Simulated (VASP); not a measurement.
# AlN (P6_3/mmc) in VASP: a series of runs

AlN is run at these levels: PBEsol; tasks: single point.

Everything below comes from runs of VASP 6.6.1. Logs are shortened: lines on timing, memory, paths and dates and some standing lists are left out, and cuts for length are marked.

## (1) The cell of the first run

It takes space group P6_3/mmc (No. 194, hexagonal). Conventional cell: a = 3.225 Å, b = 3.225 Å, c = 4.006 Å, α = 90.00°, β = 90.00°, γ = 120.00°. Al (site symmetry -6m2) has 5 N at 1.86 to 2.00 Å within 2.5 Å. N (site symmetry -6m2) has 5 Al at 1.86 to 2.00 Å within 2.5 Å.

## (2) Single point, PBEsol

File INCAR:

```
SYSTEM = AlN
PREC = Accurate
ENCUT = 520
EDIFF = 1E-6
ISMEAR = 0
SIGMA = 0.01
LREAL = .False.
LASPH = .True.
NELM = 60
ALGO = Normal
ISIF = 2
LWAVE = .False.
LCHARG = .True.
GGA = PS
LELF = .True.
LVHAR = .True.
NBANDS = 16
```

File KPOINTS:

```
regular mesh
0
Gamma
  6 6 4
  0 0 0
```

File POSCAR:

```
AlN
1.0
    3.2247184391      0.0000000000      0.0000000000
   -1.6123592195      2.7926880883      0.0000000000
    0.0000000000      0.0000000000      4.0057282994
Al N
2 2
Direct
    0.3333333333      0.6666666667      0.7500000000
    0.6666666667      0.3333333333      0.2500000000
    0.3333333333      0.6666666667      0.2500000000
    0.6666666667      0.3333333333      0.7500000000
```

Potentials or basis: VASP PAW PBE potentials, release 64 (Al, N).

Launch:

```bash
$ cat potpaw_PBE.64/Al/POTCAR potpaw_PBE.64/N/POTCAR > POTCAR
$ mpirun -np 1 vasp_std > vasp.out
```

OUTCAR:

```text
SYSTEM = AlN
   PREC = Accurate
   ENCUT = 520
   EDIFF = 1E-6
   ISMEAR = 0
   LREAL = .False.
   LASPH = .True.
   NELM = 60
   ISIF = 2
   GGA = PS

 ion  position               nearest neighbor table
   1  0.333  0.667  0.750-   4 1.86   4 1.86   4 1.86   3 2.00   3 2.00   2 2.73   2 2.73   2 2.73
                             2 2.73   2 2.73   2 2.73
   2  0.667  0.333  0.250-   3 1.86   3 1.86   3 1.86   4 2.00   4 2.00   1 2.73   1 2.73   1 2.73
                             1 2.73   1 2.73   1 2.73
   3  0.333  0.667  0.250-   2 1.86   2 1.86   2 1.86   1 2.00   1 2.00
   4  0.667  0.333  0.750-   1 1.86   1 1.86   1 1.86   2 2.00   2 2.00

  LATTYP: Found a hexagonal cell.
 ALAT       =     3.2247184391
 C/A-ratio  =     1.2421947451

  Lattice vectors:

 A1 = (   3.2247184391,   0.0000000000,   0.0000000000)
 A2 = (  -1.6123592195,   2.7926880883,   0.0000000000)
 A3 = (   0.0000000000,   0.0000000000,   4.0057282994)

Analysis of symmetry for initial positions (statically):
=====================================================================
 Subroutine PRICEL returns:
 Original cell was already a primitive cell.

 Routine SETGRP: Setting up the symmetry group for a
 hexagonal supercell.

 Subroutine GETGRP returns: Found 24 space group operations
 (whereof 12 operations were pure point group operations)
 out of a pool of 24 trial point group operations.

The static configuration has the point symmetry D_3d.
 The point group associated with its full space group is D_6h.

Analysis of symmetry for dynamics (positions and initial velocities):
=====================================================================
 Subroutine PRICEL returns:
 Original cell was already a primitive cell.

 Routine SETGRP: Setting up the symmetry group for a
 hexagonal supercell.

 Subroutine GETGRP returns: Found 24 space group operations
 (whereof 12 operations were pure point group operations)
 out of a pool of 24 trial point group operations.

The dynamic configuration has the point symmetry D_3d.
 The point group associated with its full space group is D_6h.

 Subroutine INISYM returns: Found 24 space group operations
 (whereof 12 operations are pure point group operations),
 and found     1 'primitive' translations

----------------------------------------------------------------------------------------

                                     Primitive cell

  volume of cell :      36.0741

  direct lattice vectors                    reciprocal lattice vectors
     3.224718439  0.000000000  0.000000000     0.310104593  0.179038970  0.000000000
    -1.612359220  2.792688088  0.000000000     0.000000000  0.358077941  0.000000000
     0.000000000  0.000000000  4.005728299     0.000000000  0.000000000  0.249642493

  length of vectors
     3.224718439  3.224718439  4.005728299     0.358077941  0.358077941  0.249642493

  position of ions in fractional coordinates (direct lattice)
     0.333333333  0.666666667  0.750000000
     0.666666667  0.333333333  0.250000000
     0.333333333  0.666666667  0.250000000
     0.666666667  0.333333333  0.750000000

  ion indices of the primitive-cell ions
   primitive index   ion index
                 1           1
                 2           2
                 3           3
                 4           4

----------------------------------------------------------------------------------------

 KPOINTS: regular mesh

Automatic generation of k-mesh.
 Grid dimensions read from file:
 generate k-points for:    6    6    4

 Generating k-lattice:

  Cartesian coordinates                     Fractional coordinates (reciprocal lattice)
     0.051684099  0.029839828  0.000000000     0.166666667  0.000000000  0.000000000
     0.000000000  0.059679657  0.000000000     0.000000000  0.166666667  0.000000000
     0.000000000  0.000000000  0.062410623     0.000000000  0.000000000  0.250000000

  Length of vectors
     0.059679657  0.059679657  0.062410623

  Shift w.r.t. Gamma in fractional coordinates (k-lattice)
     0.000000000  0.000000000  0.000000000

 Subroutine IBZKPT returns following result:
 ===========================================

 Found     21 irreducible k-points:

 Following reciprocal coordinates:
            Coordinates               Weight
  0.000000  0.000000  0.000000      1.000000
  0.166667  0.000000  0.000000      6.000000
  0.333333  0.000000  0.000000      6.000000
  0.500000  0.000000  0.000000      3.000000
  0.166667  0.166667  0.000000      6.000000
  0.333333  0.166667  0.000000     12.000000
[... 13 lines left out ...]
  0.333333  0.166667  0.500000     12.000000
  0.333333  0.333333  0.500000      2.000000
   k-points           NKPTS =     21   k-points in BZ     NKDIM =     21   number of bands    NBANDS=     16
   number of dos      NEDOS =    301   number of ions     NIONS =      4
   total plane-waves  NPLWV =  17280
   dimension x,y,z NGX =    24 NGY =   24 NGZ =   30
   dimension x,y,z NGXF=    48 NGYF=   48 NGZF=   60
   ions per type =               2   2
   NGX,Y,Z   is equivalent  to a cutoff of  12.37, 12.37, 12.45 a.u.
   NGXF,Y,Z  is equivalent  to a cutoff of  24.75, 24.75, 24.90 a.u.
 SYSTEM =  AlN
   PREC   = accura    normal or accurate (medium, high low for compatibility)
   ISTART =      0    job   : 0-new  1-cont  2-samecut
   ICHARG =      2    charge: 1-file 2-atom 10-const
   ISPIN  =      1    spin polarized calculation?
   LNONCOLLINEAR =      F non collinear calculations
   LSORBIT =      F    spin-orbit coupling
   LASPH  =      T    aspherical Exc in radial PAW
   ENCUT  =  520.0 eV  38.22 Ry    6.18 a.u.   6.00  6.00  7.45*2*pi/ulx,y,z
   NELM   =     60;   NELMIN=  2; NELMDL= -5     # of ELM steps
   EDIFF  = 0.1E-05   stopping-criterion for ELM
   LREAL  =      F    real-space projection
   EDIFFG = 0.1E-04   stopping-criterion for IOM
   NSW    =      0    number of steps for IOM
   IBRION =     -1    ionic relax: 0-MD 1-quasi-New 2-CG
   NFREE  =      0    steps in history (QN), initial steepest desc. (CG)
   ISIF   =      2    stress and relaxation
   ISYM   =      2    0-nonsym 1-usesym 2-fastsym
   POTIM  = 0.5000    time-step for ionic-motion
   TEBEG  =    0.0;   TEEND  =   0.0 temperature during run
   PSTRESS=    0.0 pullay stress
   NELECT =      16.0000    total number of electrons
   NUPDOWN=      -1.0000    fix difference up-down
   EMIN   =  10.00;   EMAX   =-10.00  energy-range for DOS
   EFERMI =   0.00;   METHOD = LEGACY
   ISMEAR =     0;   SIGMA  =   0.01  broadening in eV -4-tet -1-fermi 0-gaus
   EFERMI_NEDOS =   21; number of points for ismear=-14 and -15
   IALGO  =     38    algorithm
   IMIX   =      4    mixing-type and parameters
     AMIX     =   0.40;   BMIX     =  1.00
     AMIX_MAG =   1.60;   BMIX_MAG =  1.00
  volume/ion in A,a.u.               =       9.02        60.86
  Fermi-wavevector in a.u.,A,eV,Ry     =   1.248484  2.359292 21.207562  1.558712
  Thomas-Fermi vector in A             =   2.382568
   LORBIT       =      0    0 simple, 1 ext, 2 COOP (PROOUT), +10 PAW based schemes
   GGA     = PS    functional components
   LHFCALC =     F    Hartree Fock is set to
   AEXX    =    0.0000 exact exchange contribution
   IVDW    =     0    specifies the selected vdW correction
   LEPSILON=     F    determine dielectric tensor
   LRPA    =     F    only Hartree local field effects (RPA)
 non-spin polarized calculation
 Gauss-broadening in eV      SIGMA  =   0.01
  energy-cutoff  :      520.00
  volume of cell :       36.07
 maximum number of plane-waves:       996
 NGX is ok and might be reduce to    24
   NGX = 11   NGY = 11   NGZ = 15

 number of electron      16.0000004 magnetization

 Free energy of the ion-electron system (eV)
  ---------------------------------------------------
  ext. energy  EPLUGINS =         0.00000000
  ---------------------------------------------------
  free energy    TOTEN  =       -30.76813008 eV

  energy without entropy =      -30.76813008  energy(sigma->0) =      -30.76813008

 E-fermi :   9.0066     XC(G=0): -11.7918

 val. band max:        8.9372219259   @ k =   0.0000   0.0000   0.0000
 cond. band min:      12.8701843200   @ k =   0.0000   0.0000   0.0000
 fundamental gap:      3.9329623941
 Fermi energy:         9.0066367477

 k-point     1 :       0.0000    0.0000    0.0000
  band No.  band energies     occupation
      1      -8.5697      2.00000
      2      -4.2923      2.00000
      3       1.5029      2.00000
      4       5.3653      2.00000
      5       5.3653      2.00000
      6       7.2214      2.00000
[... 8 lines left out ...]
     15      21.0531      0.00000
     16      21.0531      0.00000

 k-point     2 :       0.1667    0.0000    0.0000
  band No.  band energies     occupation
      1      -8.2249      2.00000
      2      -4.3142      2.00000
      3       1.8599      2.00000
      4       4.3270      2.00000
      5       4.9312      2.00000
      6       6.3194      2.00000
[... 8 lines left out ...]
     15      20.2128      0.00000
     16      21.8329      0.00000

 k-point     3 :       0.3333    0.0000    0.0000
  band No.  band energies     occupation
      1      -7.2990      2.00000
      2      -4.6131      2.00000
      3       2.7223      2.00000
      4       2.8499      2.00000
      5       4.3067      2.00000
      6       5.1145      2.00000
[... 8 lines left out ...]
     15      20.8112      0.00000
     16      22.8835      0.00000

 k-point     4 :       0.5000    0.0000    0.0000
  band No.  band energies     occupation
      1      -6.4746      2.00000
      2      -5.1557      2.00000
      3       2.1116      2.00000
      4       3.7816      2.00000
      5       4.0557      2.00000
      6       4.6156      2.00000
[... 8 lines left out ...]
     15      22.8838      0.00000
     16      23.4698      0.00000
[... 267 lines left out ...]
 k-point    19 :       0.1667    0.1667    0.5000
  band No.  band energies     occupation
      1      -6.1915      2.00000
      2      -6.1915      2.00000
      3       2.5922      2.00000
      4       2.5922      2.00000
      5       5.2170      2.00000
      6       5.2170      2.00000
[... 8 lines left out ...]
     15      21.1184      0.00000
     16      21.1184      0.00000

 k-point    20 :       0.3333    0.1667    0.5000
  band No.  band energies     occupation
      1      -5.6188      2.00000
      2      -5.6188      2.00000
      3       1.5274      2.00000
      4       1.5274      2.00000
      5       4.3740      2.00000
      6       4.3740      2.00000
[... 8 lines left out ...]
     15      22.1937      0.00000
     16      22.1937      0.00000

 k-point    21 :       0.3333    0.3333    0.5000
  band No.  band energies     occupation
      1      -5.4114      2.00000
      2      -5.4114      2.00000
      3       1.6132      2.00000
      4       1.6132      2.00000
      5       3.3430      2.00000
      6       3.3430      2.00000
[... 8 lines left out ...]
     15      22.5114      0.00000
     16      22.5114      0.00000

------------------------ aborting loop because EDIFF is reached ----------------------------------------

  FORCE on cell =-STRESS in cart. coord.  units (eV):
  Direction    XX          YY          ZZ          XY          YZ          ZX
  --------------------------------------------------------------------------------------
  -------------------------------------------------------------------------------------
  Total        4.5217763      4.5217763      4.4993311      0.0000000      0.0000000      0.0000000
  in kB      200.8278455    200.8278455    199.8309759      0.0000000      0.0000000      0.0000000
  external PRESSURE =     200.4955556 kB  Pullay stress =       0.0000000 kB

 VOLUME and BASIS-vectors are now :
 -----------------------------------------------------------------------------
  energy-cutoff  :      520.00
  volume of cell :       36.07
      direct lattice vectors                 reciprocal lattice vectors
     3.224718439  0.000000000  0.000000000     0.310104593  0.179038970  0.000000000
    -1.612359220  2.792688088  0.000000000     0.000000000  0.358077941  0.000000000
     0.000000000  0.000000000  4.005728299     0.000000000  0.000000000  0.249642493

 POSITION                                       TOTAL-FORCE (eV/Angst)
 -----------------------------------------------------------------------------------
     -0.00000      1.86179      3.00430         0.000000      0.000000      0.000000
      1.61236      0.93090      1.00143        -0.000000      0.000000      0.000000
     -0.00000      1.86179      1.00143        -0.000000     -0.000000      0.000000
      1.61236      0.93090      3.00430         0.000000     -0.000000      0.000000
 -----------------------------------------------------------------------------------
    total drift:                               -0.000000     -0.000000     -0.000000

  FREE ENERGIE OF THE ION-ELECTRON SYSTEM (eV)
  ---------------------------------------------------
  free  energy   TOTEN  =       -30.7681300847 eV

  energy  without entropy=      -30.7681300847  energy(sigma->0) =      -30.76813008
```

Wall time 12 s (1 thread of AMD EPYC 7R43 (Zen 3), shared host); peak memory 0.1 GiB.

Results:

```
Free energy            : -30.7681 eV
Pressure               : 20.0 GPa
Band gap on the k mesh : 3.93 eV, direct
```

Caveat: the PAW data sets were made with another functional, which shifts forces and pressure a little. As with any semilocal functional, this PBEsol gap is likely too small.

## (3) Single point, PBEsol

This run uses another cell than the first one, of 9.77 Å³/atom, 1.084 times its volume.

File INCAR:

```
  PREC = Accurate
  ENCUT = 520
  EDIFF = 1E-7
  ISMEAR = 0
  SIGMA = 0.01
  LREAL = F
  LASPH = T
  NELM = 60
  ALGO = Normal
  ISIF = 2
  LWAVE = F
  LCHARG = T
  GGA = PS
  LELF = T
  LVHAR = T
  NBANDS = 16
```

File KPOINTS:

```
regular mesh
0
Gamma
  6 6 4
```

File POSCAR:

```
AlN
1.0
    3.3015313900      0.0000000000      0.0000000000
   -1.6507656950      2.8592100552      0.0000000000
    0.0000000000      0.0000000000      4.1412595525
Al N
2 2
Direct
    0.3333333333      0.6666666667      0.7500000000
    0.6666666667      0.3333333333      0.2500000000
    0.3333333333      0.6666666667      0.2500000000
    0.6666666667      0.3333333333      0.7500000000
```

Potentials or basis: VASP PAW PBE potentials, release 64 (Al, N).

Launch:

```bash
$ cat potpaw_PBE.64/Al/POTCAR potpaw_PBE.64/N/POTCAR > POTCAR
$ mpirun -np 1 vasp_std > vasp.out
```

OUTCAR:

```text
PREC = Accurate
   ENCUT = 520
   EDIFF = 1E-7
   ISMEAR = 0
   LREAL = F
   LASPH = T
   NELM = 60
   ISIF = 2
   GGA = PS

 ion  position               nearest neighbor table
   1  0.333  0.667  0.750-   4 1.91   4 1.91   4 1.91   3 2.07   3 2.07   2 2.81   2 2.81   2 2.81
                             2 2.81   2 2.81   2 2.81
   2  0.667  0.333  0.250-   3 1.91   3 1.91   3 1.91   4 2.07   4 2.07   1 2.81   1 2.81   1 2.81
                             1 2.81   1 2.81   1 2.81
   3  0.333  0.667  0.250-   2 1.91   2 1.91   2 1.91   1 2.07   1 2.07
[... 599 lines left out ...]
  --------------------------------------------------------------------------------------
  -------------------------------------------------------------------------------------
  Total       -0.0139298     -0.0139298     -0.0253905      0.0000000      0.0000000     -0.0000000
  in kB       -0.5709000     -0.5709000     -1.0406111      0.0000000      0.0000000     -0.0000000
  external PRESSURE =      -0.7274704 kB  Pullay stress =       0.0000000 kB

 VOLUME and BASIS-vectors are now :
 -----------------------------------------------------------------------------
  energy-cutoff  :      520.00
  volume of cell :       39.09
      direct lattice vectors                 reciprocal lattice vectors
     3.301531390  0.000000000  0.000000000     0.302889745  0.174873476  0.000000000
    -1.650765695  2.859210055  0.000000000     0.000000000  0.349746951  0.000000000
     0.000000000  0.000000000  4.141259553     0.000000000  0.000000000  0.241472428

 POSITION                                       TOTAL-FORCE (eV/Angst)
 -----------------------------------------------------------------------------------
     -0.00000      1.90614      3.10594        -0.000000     -0.000000     -0.000000
      1.65077      0.95307      1.03531         0.000000      0.000000     -0.000000
     -0.00000      1.90614      1.03531         0.000000      0.000000      0.000000
      1.65077      0.95307      3.10594        -0.000000     -0.000000      0.000000
 -----------------------------------------------------------------------------------
    total drift:                               -0.000000      0.000000      0.000000

  FREE ENERGIE OF THE ION-ELECTRON SYSTEM (eV)
  ---------------------------------------------------
  free  energy   TOTEN  =       -30.9456118850 eV

  energy  without entropy=      -30.9456118850  energy(sigma->0) =      -30.94561188
```

OSZICAR:

```text
N       E                     dE             d eps       ncg     rms          rms(c)
DAV:   1     0.409107527561E+02    0.40911E+02   -0.73025E+03   672   0.897E+02
DAV:   2    -0.319297688317E+02   -0.72841E+02   -0.67165E+02  1008   0.191E+02
DAV:   3    -0.351840766762E+02   -0.32543E+01   -0.32462E+01   808   0.408E+01
DAV:   4    -0.352026161873E+02   -0.18540E-01   -0.18537E-01   840   0.349E+00
DAV:   5    -0.352028615280E+02   -0.24534E-03   -0.24534E-03   760   0.396E-01    0.113E+01
DAV:   6    -0.310191955031E+02    0.41837E+01   -0.81276E+00   848   0.214E+01    0.398E+00
DAV:   7    -0.309877110229E+02    0.31484E-01   -0.70917E-01   752   0.569E+00    0.282E+00
DAV:   8    -0.309538429791E+02    0.33868E-01   -0.10418E-01   728   0.259E+00    0.842E-01
DAV:   9    -0.309453108854E+02    0.85321E-02   -0.20584E-02   848   0.112E+00    0.269E-01
DAV:  10    -0.309457184426E+02   -0.40756E-03   -0.23299E-03   752   0.325E-01    0.181E-01
DAV:  11    -0.309456146523E+02    0.10379E-03   -0.14459E-04   800   0.922E-02    0.432E-02
DAV:  12    -0.309456122910E+02    0.23614E-05   -0.92931E-06   776   0.227E-02    0.750E-03
DAV:  13    -0.309456118329E+02    0.45803E-06   -0.24525E-06   888   0.117E-02    0.405E-03
DAV:  14    -0.309456118850E+02   -0.52017E-07   -0.14766E-07   464   0.351E-03
   1 F= -.30945612E+02 E0= -.30945612E+02  d E =-.214284E-41
```

stdout:

```text
POSCAR found type information on POSCAR AlN
 POSCAR found :  2 types and       4 ions
 scaLAPACK will be used
 -----------------------------------------------------------------------------
|                                                                             |
|                                                                             |
|     You enforced a specific xc type in the INCAR file but a different       |
|     I HOPE YOU KNOW WHAT YOU ARE DOING!                                     |
|                                                                             |
 -----------------------------------------------------------------------------

 LDA part: xc-table for (Slater+PW92), standard interpolation
 POSCAR, INCAR and KPOINTS ok, starting setup
 FFT: planning ... GRIDC
 FFT: planning ... GRID_SOFT
 FFT: planning ... GRID
 WAVECAR not read
 entering main loop
```

Run time: 16 s. Hardware: 1 thread of AMD EPYC 7R43 (Zen 3), shared host; peak memory 0.12 GiB.

Results:

```yaml
Free_energy: -30.9456 eV
Pressure: -0.1 GPa
Band_gap_on_the_k_mesh: 3.34 eV, direct
```

Caveat: the PAW data sets were made with another functional, which shifts forces and pressure a little. A k mesh can miss the band edges.

[end of part 1 of 2]
